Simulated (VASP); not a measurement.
A run of VASP 6.6.1 is set up as follows.

INCAR

```
SYSTEM = Cd
  ALGO = Fast
  EDIFF = 1E-7
  ENCUT = 520
  GGA = PE
  ISIF = 2
  ISMEAR = 0
  LASPH = .TRUE.
  LCHARG = .FALSE.
  LREAL = .FALSE.
  LWAVE = .FALSE.
  NBANDS = 12
  NELM = 60
  PREC = Accurate
  SIGMA = 0.15
```

The input KPOINTS:

```
k-points
0
G
  18 18 18
  0 0 0
```

File POSCAR:

```
Cd
1.0
    0.0000000000      2.4984020718      1.9817325234
    2.4984020718      0.0000000000      1.9817325234
    2.4984020718      2.4984020718      0.0000000000
Cd
1
Direct
    0.0000000000      0.0000000000      0.0000000000
```

Potentials or basis: VASP PAW PBE potentials, release 64 (Cd).

The run is started by

```console
$ cat potpaw_PBE.64/Cd/POTCAR > POTCAR
$ mpirun -np 1 vasp_std > vasp.out
```

Q: Estimate the pressure.

A: -1.8 GPa.

Q: Estimate the band gap on the k mesh.

A: Zero (band 6 reaches 4.28 eV, above the bottom of band 7 at 0.69 eV).

Stress tensor (GPa, compression positive):
```
-2.24  0.00  0.00
 0.00 -2.24  0.00
 0.00  0.00 -0.81
```
